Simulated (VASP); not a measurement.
# EuS (Fm-3m) in VASP: settings compared, part 2 of 2

VASP 6.6.1. Earlier steps stand in the parts before.

## 5. Relaxation of cell and atoms, BLYP+D3(BJ), collinear spin, ferromagnetic start

This run uses another cell than the first one, of 26.42 Å³/atom.

The input, INCAR:

```
SYSTEM = EuS
  AGGAC = 1.0
  AGGAX = 1.0
  ALDAC = 0.0
  ALDAX = 1.0
  ALGO = Normal
  EDIFF = 1E-7
  EDIFFG = -0.01
  ENCUT = 600
  GGA = B5
  GGA_COMPAT = .FALSE.
  IBRION = 2
  ISIF = 3
  ISMEAR = -1
  ISPIN = 2
  IVDW = 12
  LASPH = .TRUE.
  LCHARG = .FALSE.
  LMAXMIX = 6
  LORBIT = 11
  LREAL = .FALSE.
  LWAVE = .FALSE.
  MAGMOM = 7 0
  NELM = 200
  NELMIN = 4
  NSW = 60
  PREC = Accurate
  SIGMA = 0.05
  VDW_A1 = 0.4298
  VDW_A2 = 4.2359
  VDW_S6 = 1.0
  VDW_S8 = 2.6996
```

The input, KPOINTS:

```
k-points
0
G
  8 8 8
  0 0 0
```

The input, POSCAR:

```
EuS
1.0
    0.0000000000      2.9785000000      2.9785000000
    2.9785000000      0.0000000000      2.9785000000
    2.9785000000      2.9785000000      0.0000000000
Eu S
1 1
Direct
    0.0000000000      0.0000000000      0.0000000000
    0.5000000000      0.5000000000      0.5000000000
```

Potentials or basis: VASP PAW PBE potentials, release 64 (Eu, S).

Launch:

```bash
> cat potpaw_PBE.64/Eu/POTCAR potpaw_PBE.64/S/POTCAR > POTCAR
> mpirun -np 1 vasp_std > vasp.out
```

OUTCAR:

```text
SYSTEM = EuS
   EDIFF = 1E-7
   EDIFFG = -0.01
   ENCUT = 600
   GGA = B5
   IBRION = 2
   ISIF = 3
   ISMEAR = -1
   ISPIN = 2
   IVDW = 12
   LASPH = .TRUE.
   LORBIT = 11
   LREAL = .FALSE.
   NELM = 200
   NELMIN = 4
   NSW = 60
   PREC = Accurate
 IVDW          = 12

 ion  position               nearest neighbor table
   1  0.000  0.000  0.000-   2 2.98   2 2.98   2 2.98   2 2.98   2 2.98   2 2.98
   2  0.500  0.500  0.500-   1 2.98   1 2.98   1 2.98   1 2.98   1 2.98   1 2.98

  LATTYP: Found a face centered cubic cell.
 ALAT       =     5.9570000000

  Lattice vectors:

 A1 = (   0.0000000000,   2.9785000000,   2.9785000000)
 A2 = (   2.9785000000,   0.0000000000,   2.9785000000)
 A3 = (   2.9785000000,   2.9785000000,   0.0000000000)

Analysis of symmetry for initial positions (statically):
=====================================================================
 Subroutine PRICEL returns:
 Original cell was already a primitive cell.

 Routine SETGRP: Setting up the symmetry group for a
 face centered cubic supercell.

 Subroutine GETGRP returns: Found 48 space group operations
 (whereof 48 operations were pure point group operations)
 out of a pool of 48 trial point group operations.

The static configuration has the point symmetry O_h .

Analysis of symmetry for dynamics (positions and initial velocities):
=====================================================================
 Subroutine PRICEL returns:
 Original cell was already a primitive cell.

 Routine SETGRP: Setting up the symmetry group for a
 face centered cubic supercell.

 Subroutine GETGRP returns: Found 48 space group operations
 (whereof 48 operations were pure point group operations)
 out of a pool of 48 trial point group operations.

The dynamic configuration has the point symmetry O_h .

Analysis of structural, dynamic, and magnetic symmetry:
=====================================================================
 Subroutine PRICEL returns:
 Original cell was already a primitive cell.

 Routine SETGRP: Setting up the symmetry group for a
 face centered cubic supercell.

 Subroutine GETGRP returns: Found 48 space group operations
 (whereof 48 operations were pure point group operations)
 out of a pool of 48 trial point group operations.

The overall configuration has the point symmetry O_h .

 Subroutine INISYM returns: Found 48 space group operations
 (whereof 48 operations are pure point group operations),
 and found     1 'primitive' translations

----------------------------------------------------------------------------------------

                                     Primitive cell

  volume of cell :      52.8473

  direct lattice vectors                    reciprocal lattice vectors
     0.000000000  2.978500000  2.978500000    -0.167869733  0.167869733  0.167869733
     2.978500000  0.000000000  2.978500000     0.167869733 -0.167869733  0.167869733
     2.978500000  2.978500000  0.000000000     0.167869733  0.167869733 -0.167869733

  length of vectors
     4.212235096  4.212235096  4.212235096     0.290758907  0.290758907  0.290758907

  position of ions in fractional coordinates (direct lattice)
     0.000000000  0.000000000  0.000000000
     0.500000000  0.500000000  0.500000000

[... 30 lines left out ...]

 Following reciprocal coordinates:
            Coordinates               Weight
  0.000000  0.000000  0.000000      1.000000
  0.125000  0.000000  0.000000      8.000000
  0.250000  0.000000  0.000000      8.000000
  0.375000  0.000000  0.000000      8.000000
  0.500000  0.000000  0.000000      4.000000
  0.125000  0.125000  0.000000      6.000000
[... 16 lines left out ...]
  0.500000  0.250000  0.125000     48.000000
 -0.375000  0.250000  0.125000     24.000000
 [... further k-points ...]
   k-points           NKPTS =     29   k-points in BZ     NKDIM =     29   number of bands    NBANDS=     19
   number of dos      NEDOS =    301   number of ions     NIONS =      2
   total plane-waves  NPLWV =  46656
   dimension x,y,z NGX =    36 NGY =   36 NGZ =   36
   dimension x,y,z NGXF=    72 NGYF=   72 NGZF=   72
   ions per type =               1   1
   NGX,Y,Z   is equivalent  to a cutoff of  14.21, 14.21, 14.21 a.u.
   NGXF,Y,Z  is equivalent  to a cutoff of  28.42, 28.42, 28.42 a.u.
 SYSTEM =  EuS
   PREC   = accura    normal or accurate (medium, high low for compatibility)
   ISTART =      0    job   : 0-new  1-cont  2-samecut
   ICHARG =      2    charge: 1-file 2-atom 10-const
   ISPIN  =      2    spin polarized calculation?
   LNONCOLLINEAR =      F non collinear calculations
   LSORBIT =      F    spin-orbit coupling
   LASPH  =      T    aspherical Exc in radial PAW
   ENCUT  =  600.0 eV  44.10 Ry    6.64 a.u.   8.41  8.41  8.41*2*pi/ulx,y,z
   NELM   =    200;   NELMIN=  4; NELMDL= -5     # of ELM steps
   EDIFF  = 0.1E-06   stopping-criterion for ELM
   LREAL  =      F    real-space projection
   EDIFFG = -.1E-01   stopping-criterion for IOM
   NSW    =     60    number of steps for IOM
   IBRION =      2    ionic relax: 0-MD 1-quasi-New 2-CG
   NFREE  =      1    steps in history (QN), initial steepest desc. (CG)
   ISIF   =      3    stress and relaxation
   ISYM   =      2    0-nonsym 1-usesym 2-fastsym
   POTIM  = 0.5000    time-step for ionic-motion
   TEBEG  =    0.0;   TEEND  =   0.0 temperature during run
   PSTRESS=    0.0 pullay stress
   NELECT =      23.0000    total number of electrons
   NUPDOWN=      -1.0000    fix difference up-down
   EMIN   =  10.00;   EMAX   =-10.00  energy-range for DOS
   EFERMI =   0.00;   METHOD = LEGACY
   ISMEAR =    -1;   SIGMA  =   0.05  broadening in eV -4-tet -1-fermi 0-gaus
   EFERMI_NEDOS =   21; number of points for ismear=-14 and -15
   IALGO  =     38    algorithm
   IMIX   =      4    mixing-type and parameters
     AMIX     =   0.40;   BMIX     =  1.00
     AMIX_MAG =   1.60;   BMIX_MAG =  1.00
  volume/ion in A,a.u.               =      26.42       178.32
  Fermi-wavevector in a.u.,A,eV,Ry     =   1.240633  2.344456 20.941667  1.539169
  Thomas-Fermi vector in A             =   2.375065
   LORBIT       =     11    0 simple, 1 ext, 2 COOP (PROOUT), +10 PAW based schemes
   GGA     = B5    functional components
   LHFCALC =     F    Hartree Fock is set to
   AEXX    =    0.0000 exact exchange contribution
   IVDW    =    12    specifies the selected vdW correction
   LEPSILON=     F    determine dielectric tensor
   LRPA    =     F    only Hartree local field effects (RPA)
 conjugate gradient relaxation of ions
 spin polarized calculation
  energy-cutoff  :      600.00
  volume of cell :       52.85
 maximum number of plane-waves:      1807
 NGX is ok and might be reduce to    36
   NGX = 17   NGY = 17   NGZ = 17

--------------------------------------- Ionic step        1  -------------------------------------------

 number of electron      22.9999997 magnetization       6.9725225

 Free energy of the ion-electron system (eV)
  ---------------------------------------------------
  ext. energy  EPLUGINS =         0.00000000
  ---------------------------------------------------
  free energy    TOTEN  =       -18.59192687 eV

  energy without entropy =      -18.58214711  energy(sigma->0) =      -18.58703699

------------------------ aborting loop because EDIFF is reached ----------------------------------------

 Edisp (eV)   -1.55113

 E8    (eV) :    -1.1814
[... 73 lines left out ...]
--------------------------------------- Ionic step        3  -------------------------------------------

 number of electron      23.0000000 magnetization      -6.9366623

 Free energy of the ion-electron system (eV)
  ---------------------------------------------------
  ext. energy  EPLUGINS =         0.00000000
  ---------------------------------------------------
  free energy    TOTEN  =       -18.50453439 eV

  energy without entropy =      -18.49248565  energy(sigma->0) =      -18.49851002

 E-fermi :   5.3549     XC(G=0):  -9.5144

 val. band max:        5.3355163371   @ k =   0.1250   0.1250   0.0000
 cond. band min:       5.3969805176   @ k =   0.5000   0.3750   0.0000
 fundamental gap:      0.0614641805
 Fermi energy:         5.3548790808

 spin component 1

 k-point     1 :       0.0000    0.0000    0.0000
  band No.  band energies     occupation
      1     -33.0550      1.00000
      2     -12.6435      1.00000
      3     -12.6435      1.00000
      4     -12.6435      1.00000
      5      -8.3803      1.00000
      6       2.6551      1.00000
[... 517 lines left out ...]
     18      10.6706      0.00000
     19      11.2098      0.00000

 [... further k-points ...]

 spin component 2

 k-point     1 :       0.0000    0.0000    0.0000
  band No.  band energies     occupation
      1     -35.9309      1.00000
      2     -14.7496      1.00000
      3     -14.7496      1.00000
      4     -14.7496      1.00000
      5      -8.4000      1.00000
      6       2.4590      1.00000
[... 552 lines left out ...]
  FREE ENERGIE OF THE ION-ELECTRON SYSTEM (eV)
  ---------------------------------------------------
  free  energy   TOTEN  =       -20.2075822716 eV

  energy  without entropy=      -20.1955335300  energy(sigma->0) =      -20.20155790

 reached required accuracy - stopping structural energy minimisation

 total charge

# of ion       s       p       d       f       tot
--------------------------------------------------
    1        2.031   5.751   0.371   6.634  14.786
    2        1.328   2.489   0.000   0.000   3.818
--------------------------------------------------
tot          3.359   8.241   0.371   6.634  18.604

 magnetization (x)

# of ion       s       p       d       f       tot
--------------------------------------------------
    1        0.013   0.102  -0.095  -6.593  -6.573
    2        0.006   0.051   0.000   0.000   0.057
--------------------------------------------------
tot          0.019   0.153  -0.095  -6.593  -6.516
```

It took 4.3 min on 1 thread of Intel Xeon 6975P-C (Granite Rapids), shared host; peak memory 0.3 GiB.

What came out:

```yaml
Free_energy: -20.2076 eV
Relaxed_volume: 24.15 Å³/atom
Relaxed_cell: a = 4.088 Å, b = 4.088 Å, c = 4.088 Å, α = 60.00°, β = 60.00°, γ = 60.00°
Space_group_after_relaxing_to_0.1_Å: Fm-3m (No. 225)
Energy_gained_by_relaxing: 32.3 meV/atom
Ionic_steps: 3
Pressure_after_relaxing: 0.0 GPa
Net_moment: -6.94 μB per cell
Site_moments: Eu -6.57; S +0.06 μB
Valence_electrons_inside_the_program's_atomic_spheres: Eu 14.79; S 3.82
Dispersion_energy_per_atom: -0.852 eV
```

Step by step:
```tsv
step	energy change (eV)	largest force (eV/Å)	pressure (GPa)	volume (Å³)
1	0.0000	0.0000	-4.22	52.85
2	-0.0631	0.0000	0.72	47.70
3	-0.0645	0.0000	0.03	48.29
```

Final structure:
```cif
data_structure
_symmetry_space_group_name_H-M 'P 1'
_symmetry_Int_Tables_number 1
_cell_length_a 4.0875
_cell_length_b 4.0875
_cell_length_c 4.0875
_cell_angle_alpha 60.000
_cell_angle_beta 60.000
_cell_angle_gamma 60.000
_cell_volume 48.29
loop_
_atom_site_label
_atom_site_type_symbol
_atom_site_fract_x
_atom_site_fract_y
_atom_site_fract_z
_atom_site_occupancy
Eu1 Eu 0.00000 0.00000 0.00000 1
S1 S 0.50000 0.50000 0.50000 1
```

Caveat: the PAW data sets were made with another functional, which shifts forces and pressure a little; spin-orbit coupling is left out, which moves the levels of the heavy elements; a cell with one magnetic atom can't hold antiferromagnetic order, which such compounds often take; semilocal functionals describe open f shells poorly, which spoils levels, moments and volumes. With open d or f shells a metallic result of BLYP can be an artefact of self-interaction; +U or a hybrid may open a gap.

## 6. Single point, r2SCAN0, collinear spin, ferromagnetic start

This run uses another cell than the first one, of 26.42 Å³/atom.

POSCAR is that of step 5.

The input, INCAR.step1:

```
PREC = Accurate
ENCUT = 800
EDIFF = 1E-5
ISMEAR = -1
SIGMA = 0.05
LREAL = F
LASPH = T
NELM = 200
ALGO = Normal
ISIF = 2
LWAVE = T
ISPIN = 2
MAGMOM = 7 0
LORBIT = 11
LMAXMIX = 6
GGA = PE
NBANDS = 22
GGA_COMPAT = F
KPAR = 4
```

The input, INCAR.step2:

```
PREC = Accurate
ENCUT = 800
EDIFF = 1E-6
ISMEAR = -1
SIGMA = 0.05
LREAL = F
LASPH = T
NELM = 200
ALGO = Normal
ISIF = 2
LWAVE = F
LCHARG = T
ISPIN = 2
MAGMOM = 7 0
LORBIT = 11
LMAXMIX = 6
METAGGA = R2SCAN
LHFCALC = T
AEXX = 0.25
LMIXTAU = T
PRECFOCK = Normal
LVHAR = T
ISTART = 1
NBANDS = 22
GGA_COMPAT = F
KPAR = 4
```

The input, KPOINTS:

```
Automatic mesh
0
Gamma
  4 4 4
```

Potentials or basis: VASP PAW PBE potentials, release 64 (Eu, S).

Launch:

```bash
> cat potpaw_PBE.64/Eu/POTCAR potpaw_PBE.64/S/POTCAR > POTCAR
> cp INCAR.step1 INCAR
> mpirun -np 4 vasp_std > vasp.out
> cp INCAR.step2 INCAR
> mpirun -np 4 vasp_std > vasp.out
```

It took 15 min on 4 MPI ranks of AMD EPYC 7R43 (Zen 3), shared host; peak memory 0.33 GiB.

It converged, with:

```yaml
Free_energy: -59.1215 eV
Pressure: 0.2 GPa
Band_gap_on_the_k_mesh: 1.46 eV (least direct gap 1.71 eV)
Net_moment: 7.00 μB per cell
Site_moments: Eu +6.66; S -0.06 μB
Valence_electrons_inside_the_program's_atomic_spheres: Eu 14.93; S 3.80
```

Levels at points of the mesh, in eV from the valence-band top:
Spin up:
| k point | band 13 | band 14 | band 15 | band 16 | band 17 | band 18 |
| --- | --- | --- | --- | --- | --- | --- |
| (0.00, 0.00, 0.00) | 0.00 | 0.00 | 0.00 | 3.46 | 3.63 | 3.63 |
| (0.50, 0.00, 0.00) | -0.55 | -0.51 | -0.51 | 5.39 | 6.08 | 6.62 |
| (0.50, 0.50, 0.00) | -0.52 | -0.24 | -0.24 | 1.46 | 5.86 | 6.05 |
Spin down:
| k point | band 6 | band 7 | band 8 | band 9 | band 10 | band 11 |
| --- | --- | --- | --- | --- | --- | --- |
| (0.00, 0.00, 0.00) | -2.31 | -2.31 | -2.31 | 3.94 | 4.39 | 4.39 |
| (0.50, 0.00, 0.00) | -5.08 | -3.56 | -3.56 | 5.48 | 6.84 | 7.75 |
| (0.50, 0.50, 0.00) | -3.59 | -2.71 | -2.71 | 2.08 | 6.78 | 6.92 |

Caveat: the k points lie up to 0.46 Å⁻¹ apart; the PAW data sets were made with another functional, which shifts forces and pressure a little; spin-orbit coupling is left out, which moves the levels of the heavy elements; a cell with one magnetic atom can't hold antiferromagnetic order, which such compounds often take.

## 7. The runs side by side

| task | level | cell | k mesh | cutoff (eV) | smearing | grid for exact exchange (PRECFOCK) | share of exact exchange | gap on the mesh (eV) | pressure (GPa) | moment (μB) | relaxed volume (Å³/atom) |
| --- | --- | --- | --- | --- | --- | --- | --- | --- | --- | --- | --- |
| single point | BLYP+D4 | a = 4.130 Å, angles 60.0°, 2 atoms | 8 × 8 × 8 | 600 | fermi-dirac 0.05 eV | - | - | none | -0.1 | 6.95 | - |
| single point | PBE | a = 4.212 Å, angles 60.0°, 2 atoms | 8 × 8 × 8 | 600 | gaussian 0.029 eV | - | - | none | -2.7 | 6.99 | - |
| relaxation of cell and atoms | revPBE+D4 | relaxed from a = 4.212 Å, angles 60.0°, 2 atoms | 8 × 8 × 8 | 600 | fermi-dirac 0.05 eV | - | - | none | 0.0 | 6.96 | 24.09 |
| relaxation of cell and atoms | BLYP+D3(BJ) | relaxed from a = 4.212 Å, angles 60.0°, 2 atoms | 8 × 8 × 8 | 600 | fermi-dirac 0.05 eV | - | - | none | 0.0 | 6.94 | 24.15 |
| single point | r2SCAN0 | a = 4.212 Å, angles 60.0°, 2 atoms | 4 × 4 × 4 | 800 | fermi-dirac 0.05 eV | Normal | 0.25 | 1.46 | 0.2 | 7.00 | - |

Alike in all rows: potentials or basis VASP PAW PBE potentials, release 64 (Eu, S); spin collinear, ferromagnetic start.

Caveats: some runs use coarse meshes; spin-orbit coupling is left out, which moves the levels of the heavy elements; a cell with one magnetic atom can't hold antiferromagnetic order, which such compounds often take; the PAW data sets were made with another functional, which shifts forces and pressure a little (at least some runs); semilocal functionals describe open f shells poorly, which spoils levels, moments and volumes (at least some runs).

Total energies depend on the potentials used, so only differences within one code and one set of settings carry meaning.

## 8. Comparison with measurements

Step 2. A measured gap of EuS is 1.72 eV (optical; 300 K; powder; “Crystal-field mediated electronic transitions of EuS up to 35 GPa”, 2022, pmc:8786971); the calculated 0.00 eV misses it by -1.72 eV. So large a miss can be the level of theory's own, or it may mean another phase, state or a wrong row. Spin-orbit coupling on Eu is left out. The value is that of BLYP+D4 on a finite k mesh, which can miss the band edges, without temperature or zero-point motion. Semilocal functionals fall short of measured gaps as a rule. The run's magnetic order (collinear spin, ferromagnetic start) needn't be the measured crystal's.
